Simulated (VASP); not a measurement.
# Sc (P6_3/mmc) in VASP: single point with PBEsol

Aim: the single point of Sc with PBEsol.

Everything below comes from runs of VASP 6.6.1. Logs are shortened: lines on timing, memory, paths and dates and some standing lists are left out, and cuts for length are marked.

### Step 1. The cell of the first run

Symmetry: P6_3/mmc, No. 194, hexagonal system. The conventional cell has a = 3.474 Å, b = 3.474 Å, c = 5.268 Å, α = 90.00°, β = 90.00°, γ = 120.00°. Within 4.4 Å of Sc (site symmetry -6m2) lie 12 Sc at 3.31 to 3.47 Å.

### Step 2. Single point, PBEsol (strain +0.050 along x and y, +0.000 along z)

Input file INCAR:

```
SYSTEM = Sc
  PREC = Accurate
  ENCUT = 520
  EDIFF = 1E-6
  ISMEAR = 0
  SIGMA = 0.15
  LREAL = .FALSE.
  LASPH = .TRUE.
  NELM = 80
  ALGO = Fast
  ISIF = 2
  LWAVE = .FALSE.
  LCHARG = .TRUE.
  GGA = PS
  LELF = .TRUE.
  LVHAR = .TRUE.
  NBANDS = 18
```

Input file KPOINTS:

```
Automatic mesh
0
G
  18 18 10
  0 0 0
```

Input file POSCAR:

```
Sc
1.0
    3.4742377921      0.0000000000      0.0000000000
   -1.7371188960      3.0087781868      0.0000000000
    0.0000000000      0.0000000000      5.2680000000
Sc
2
Direct
    0.3333333333      0.6666666667      0.2500000000
    0.6666666667      0.3333333333      0.7500000000
```

Potentials or basis: VASP PAW PBE potentials, release 64 (Sc_sv).

Launch:

```
$ cat potpaw_PBE.64/Sc_sv/POTCAR > POTCAR
$ mpirun -np 1 vasp_std > vasp.out
```

OUTCAR:

```text
SYSTEM = Sc
   PREC = Accurate
   ENCUT = 520
   EDIFF = 1E-6
   ISMEAR = 0
   LREAL = .FALSE.
   LASPH = .TRUE.
   NELM = 80
   ISIF = 2
   GGA = PS

 ion  position               nearest neighbor table
   1  0.333  0.667  0.250-   2 3.31   2 3.31   2 3.31   2 3.31   2 3.31   2 3.31
   2  0.667  0.333  0.750-   1 3.31   1 3.31   1 3.31   1 3.31   1 3.31   1 3.31

  LATTYP: Found a hexagonal cell.
 ALAT       =     3.4742377921
 C/A-ratio  =     1.5163038097

  Lattice vectors:

 A1 = (   3.4742377921,   0.0000000000,   0.0000000000)
 A2 = (  -1.7371188960,   3.0087781868,   0.0000000000)
 A3 = (   0.0000000000,   0.0000000000,   5.2680000000)

Analysis of symmetry for initial positions (statically):
=====================================================================
 Subroutine PRICEL returns:
 Original cell was already a primitive cell.

 Routine SETGRP: Setting up the symmetry group for a
 hexagonal supercell.

 Subroutine GETGRP returns: Found 24 space group operations
 (whereof 12 operations were pure point group operations)
 out of a pool of 24 trial point group operations.

The static configuration has the point symmetry D_3d.
 The point group associated with its full space group is D_6h.

Analysis of symmetry for dynamics (positions and initial velocities):
=====================================================================
 Subroutine PRICEL returns:
 Original cell was already a primitive cell.

 Routine SETGRP: Setting up the symmetry group for a
 hexagonal supercell.

 Subroutine GETGRP returns: Found 24 space group operations
 (whereof 12 operations were pure point group operations)
 out of a pool of 24 trial point group operations.

The dynamic configuration has the point symmetry D_3d.
 The point group associated with its full space group is D_6h.

 Subroutine INISYM returns: Found 24 space group operations
 (whereof 12 operations are pure point group operations),
 and found     1 'primitive' translations

----------------------------------------------------------------------------------------

                                     Primitive cell

  volume of cell :      55.0675

  direct lattice vectors                    reciprocal lattice vectors
     3.474237792  0.000000000  0.000000000     0.287832918  0.166180412  0.000000000
    -1.737118896  3.008778187  0.000000000     0.000000000  0.332360825  0.000000000
     0.000000000  0.000000000  5.268000000     0.000000000  0.000000000  0.189825361

  length of vectors
     3.474237792  3.474237792  5.268000000     0.332360825  0.332360825  0.189825361

  position of ions in fractional coordinates (direct lattice)
     0.333333333  0.666666667  0.250000000
     0.666666667  0.333333333  0.750000000

  ion indices of the primitive-cell ions
   primitive index   ion index
                 1           1
                 2           2

----------------------------------------------------------------------------------------

 KPOINTS: Automatic mesh

Automatic generation of k-mesh.
 Grid dimensions read from file:
 generate k-points for:   18   18   10

 Generating k-lattice:

  Cartesian coordinates                     Fractional coordinates (reciprocal lattice)
     0.015990718  0.009232245  0.000000000     0.055555556  0.000000000  0.000000000
     0.000000000  0.018464490  0.000000000     0.000000000  0.055555556  0.000000000
     0.000000000  0.000000000  0.018982536     0.000000000  0.000000000  0.100000000

  Length of vectors
     0.018464490  0.018464490  0.018982536

  Shift w.r.t. Gamma in fractional coordinates (k-lattice)
     0.000000000  0.000000000  0.000000000

 Subroutine IBZKPT returns following result:
 ===========================================

 Found    222 irreducible k-points:

 Following reciprocal coordinates:
            Coordinates               Weight
  0.000000  0.000000  0.000000      1.000000
  0.055556  0.000000  0.000000      6.000000
  0.111111  0.000000  0.000000      6.000000
  0.166667  0.000000  0.000000      6.000000
  0.222222  0.000000  0.000000      6.000000
  0.277778  0.000000  0.000000      6.000000
[... 16 lines left out ...]
  0.333333  0.111111  0.000000     12.000000
  0.388889  0.111111  0.000000     12.000000
 [... further k-points ...]
   k-points           NKPTS =    222   k-points in BZ     NKDIM =    222   number of bands    NBANDS=     18
   number of dos      NEDOS =    301   number of ions     NIONS =      2
   total plane-waves  NPLWV =  31360
   dimension x,y,z NGX =    28 NGY =   28 NGZ =   40
   dimension x,y,z NGXF=    56 NGYF=   56 NGZF=   80
   ions per type =               2
   NGX,Y,Z   is equivalent  to a cutoff of  13.40, 13.40, 12.62 a.u.
   NGXF,Y,Z  is equivalent  to a cutoff of  26.80, 26.80, 25.25 a.u.
 SYSTEM =  Sc
   PREC   = accura    normal or accurate (medium, high low for compatibility)
   ISTART =      0    job   : 0-new  1-cont  2-samecut
   ICHARG =      2    charge: 1-file 2-atom 10-const
   ISPIN  =      1    spin polarized calculation?
   LNONCOLLINEAR =      F non collinear calculations
   LSORBIT =      F    spin-orbit coupling
   LASPH  =      T    aspherical Exc in radial PAW
   ENCUT  =  520.0 eV  38.22 Ry    6.18 a.u.   6.46  6.46  9.79*2*pi/ulx,y,z
   NELM   =     80;   NELMIN=  2; NELMDL= -5     # of ELM steps
   EDIFF  = 0.1E-05   stopping-criterion for ELM
   LREAL  =      F    real-space projection
[... 7 lines left out ...]
   TEBEG  =    0.0;   TEEND  =   0.0 temperature during run
   PSTRESS=    0.0 pullay stress
   NELECT =      22.0000    total number of electrons
   NUPDOWN=      -1.0000    fix difference up-down
   EMIN   =  10.00;   EMAX   =-10.00  energy-range for DOS
   EFERMI =   0.00;   METHOD = LEGACY
   ISMEAR =     0;   SIGMA  =   0.15  broadening in eV -4-tet -1-fermi 0-gaus
   EFERMI_NEDOS =   21; number of points for ismear=-14 and -15
   IALGO  =     68    algorithm
   IMIX   =      4    mixing-type and parameters
     AMIX     =   0.40;   BMIX     =  1.00
     AMIX_MAG =   1.60;   BMIX_MAG =  1.00
  volume/ion in A,a.u.               =      27.53       185.81
  Fermi-wavevector in a.u.,A,eV,Ry     =   1.205731  2.278502 19.779989  1.453788
  Thomas-Fermi vector in A             =   2.341419
   LORBIT       =      0    0 simple, 1 ext, 2 COOP (PROOUT), +10 PAW based schemes
   GGA     = PS    functional components
   LHFCALC =     F    Hartree Fock is set to
   AEXX    =    0.0000 exact exchange contribution
   IVDW    =     0    specifies the selected vdW correction
   LEPSILON=     F    determine dielectric tensor
   LRPA    =     F    only Hartree local field effects (RPA)
 non-spin polarized calculation
 RMM-DIIS sequential band-by-band and
 Gauss-broadening in eV      SIGMA  =   0.15
  energy-cutoff  :      520.00
  volume of cell :       55.07
 maximum number of plane-waves:      1508
 NGX is ok and might be reduce to    28
   NGX = 13   NGY = 13   NGZ = 19

 number of electron      21.9999998 magnetization

 Free energy of the ion-electron system (eV)
  ---------------------------------------------------
  ext. energy  EPLUGINS =         0.00000000
  ---------------------------------------------------
  free energy    TOTEN  =       -13.05046690 eV

  energy without entropy =      -12.99972247  energy(sigma->0) =      -13.02509469

 E-fermi :   2.9506     XC(G=0):  -9.5451

 val. band max:        2.9490738302   @ k =   0.4444   0.1111   0.4000
 cond. band min:       2.9510576580   @ k =   0.2222   0.1667   0.1000
 fundamental gap:      0.0019838278
 Fermi energy:         2.9506288662

 k-point     1 :       0.0000    0.0000    0.0000
  band No.  band energies     occupation
      1     -46.5399      2.00000
      2     -46.4903      2.00000
      3     -25.3846      2.00000
      4     -25.1539      2.00000
      5     -25.1539      2.00000
      6     -25.0992      2.00000
[... 10 lines left out ...]
     17       4.9247      0.00000
     18       4.9259      0.00000

 k-point     2 :       0.0556    0.0000    0.0000
  band No.  band energies     occupation
      1     -46.5390      2.00000
      2     -46.4901      2.00000
      3     -25.3818      2.00000
      4     -25.1586      2.00000
      5     -25.1557      2.00000
      6     -25.1043      2.00000
[... 10 lines left out ...]
     17       4.8796      0.00000
     18       4.8888      0.00000

 k-point     3 :       0.1111    0.0000    0.0000
  band No.  band energies     occupation
      1     -46.5365      2.00000
      2     -46.4895      2.00000
      3     -25.3735      2.00000
      4     -25.1723      2.00000
      5     -25.1608      2.00000
      6     -25.1189      2.00000
[... 10 lines left out ...]
     17       4.9369      0.00000
     18       4.9749      0.00000

 k-point     4 :       0.1667    0.0000    0.0000
  band No.  band energies     occupation
      1     -46.5325      2.00000
      2     -46.4888      2.00000
      3     -25.3602      2.00000
      4     -25.1934      2.00000
      5     -25.1684      2.00000
      6     -25.1410      2.00000
[... 10 lines left out ...]
     17       5.1072      0.00000
     18       5.1522      0.00000

 k-point     5 :       0.2222    0.0000    0.0000
  band No.  band energies     occupation
      1     -46.5275      2.00000
      2     -46.4880      2.00000
      3     -25.3427      2.00000
      4     -25.2196      2.00000
      5     -25.1775      2.00000
      6     -25.1676      2.00000
[... 10 lines left out ...]
     17       5.3247      0.00000
     18       5.3422      0.00000

 k-point     6 :       0.2778    0.0000    0.0000
  band No.  band energies     occupation
      1     -46.5218      2.00000
      2     -46.4875      2.00000
      3     -25.3223      2.00000
      4     -25.2477      2.00000
      5     -25.1953      2.00000
      6     -25.1870      2.00000
[... 10 lines left out ...]
     17       5.5698      0.00000
     18       5.5814      0.00000

 k-point     7 :       0.3333    0.0000    0.0000
  band No.  band energies     occupation
      1     -46.5160      2.00000
      2     -46.4875      2.00000
      3     -25.3003      2.00000
      4     -25.2744      2.00000
      5     -25.2207      2.00000
      6     -25.1957      2.00000
[... 10 lines left out ...]
     17       5.8359      0.00000
     18       5.8401      0.00000

 k-point     8 :       0.3889    0.0000    0.0000
  band No.  band energies     occupation
      1     -46.5108      2.00000
      2     -46.4880      2.00000
      3     -25.2963      2.00000
      4     -25.2791      2.00000
      5     -25.2412      2.00000
      6     -25.2027      2.00000
[... 10 lines left out ...]
     17       6.0928      0.00000
     18       6.2252      0.00000
[... 229 lines left out ...]
     17       5.1107      0.00000
     18       5.3079      0.00000

 k-point    20 :       0.1667    0.1111    0.0000
  band No.  band energies     occupation
      1     -46.5254      2.00000
      2     -46.4878      2.00000
      3     -25.3355      2.00000
      4     -25.2206      2.00000
      5     -25.2025      2.00000
      6     -25.1595      2.00000
[... 10 lines left out ...]
     17       5.2600      0.00000
     18       5.5458      0.00000

 k-point    21 :       0.2222    0.1111    0.0000
  band No.  band energies     occupation
      1     -46.5200      2.00000
      2     -46.4875      2.00000
      3     -25.3155      2.00000
      4     -25.2460      2.00000
      5     -25.2195      2.00000
      6     -25.1762      2.00000
[... 10 lines left out ...]
     17       5.4767      0.00000
     18       5.8121      0.00000

 k-point    22 :       0.2778    0.1111    0.0000
  band No.  band energies     occupation
      1     -46.5144      2.00000
      2     -46.4876      2.00000
      3     -25.2939      2.00000
      4     -25.2712      2.00000
      5     -25.2337      2.00000
      6     -25.1923      2.00000
[... 10 lines left out ...]
     17       5.7790      0.00000
     18       6.0970      0.00000

 k-point    23 :       0.3333    0.1111    0.0000
  band No.  band energies     occupation
      1     -46.5093      2.00000
      2     -46.4882      2.00000
      3     -25.2922      2.00000
      4     -25.2728      2.00000
      5     -25.2447      2.00000
      6     -25.2056      2.00000
[... 10 lines left out ...]
     17       6.0389      0.00000
     18       6.4519      0.00000

 k-point    24 :       0.3889    0.1111    0.0000
  band No.  band energies     occupation
      1     -46.5055      2.00000
      2     -46.4891      2.00000
      3     -25.3059      2.00000
      4     -25.2557      2.00000
      5     -25.2516      2.00000
      6     -25.2144      2.00000
[... 10 lines left out ...]
     17       6.2241      0.00000
     18       6.5392      0.00000

 [... further k-points ...]

------------------------ aborting loop because EDIFF is reached ----------------------------------------

  FORCE on cell =-STRESS in cart. coord.  units (eV):
  Direction    XX          YY          ZZ          XY          YZ          ZX
  --------------------------------------------------------------------------------------
  -------------------------------------------------------------------------------------
  Total       -2.4989498     -2.4989498     -1.9121764     -0.0000000      0.0000000     -0.0000000
  in kB      -72.7063992    -72.7063992    -55.6343560     -0.0000000      0.0000000     -0.0000000
  external PRESSURE =     -67.0157181 kB  Pullay stress =       0.0000000 kB

 VOLUME and BASIS-vectors are now :
 -----------------------------------------------------------------------------
  energy-cutoff  :      520.00
  volume of cell :       55.07
      direct lattice vectors                 reciprocal lattice vectors
     3.474237792  0.000000000  0.000000000     0.287832918  0.166180412  0.000000000
    -1.737118896  3.008778187  0.000000000     0.000000000  0.332360825  0.000000000
     0.000000000  0.000000000  5.268000000     0.000000000  0.000000000  0.189825361

 POSITION                                       TOTAL-FORCE (eV/Angst)
 -----------------------------------------------------------------------------------
     -0.00000      2.00585      1.31700        -0.000000      0.000000      0.000000
      1.73712      1.00293      3.95100         0.000000     -0.000000     -0.000000
 -----------------------------------------------------------------------------------
    total drift:                               -0.000000      0.000000     -0.000000

  FREE ENERGIE OF THE ION-ELECTRON SYSTEM (eV)
  ---------------------------------------------------
  free  energy   TOTEN  =       -13.0504669039 eV

  energy  without entropy=      -12.9997224705  energy(sigma->0) =      -13.02509469
```

It took 2.5 min on 1 thread of Intel Xeon Platinum 8559C (Emerald Rapids), shared host; peak memory 0.3 GiB.

What came out:

```
Free energy            : -13.0505 eV
Pressure               : -6.7 GPa
Band gap on the k mesh : zero (band 11 reaches 3.94 eV, above the bottom of band 12 at 2.52 eV)
```

Stress tensor (GPa, compression positive):
```
-7.27  0.00  0.00
 0.00 -7.27  0.00
 0.00  0.00 -5.56
```

Caveat: the cell differs from its parent crystal (strain +0.050 along x and y, +0.000 along z); the PAW data sets were made with another functional, which shifts forces and pressure a little.
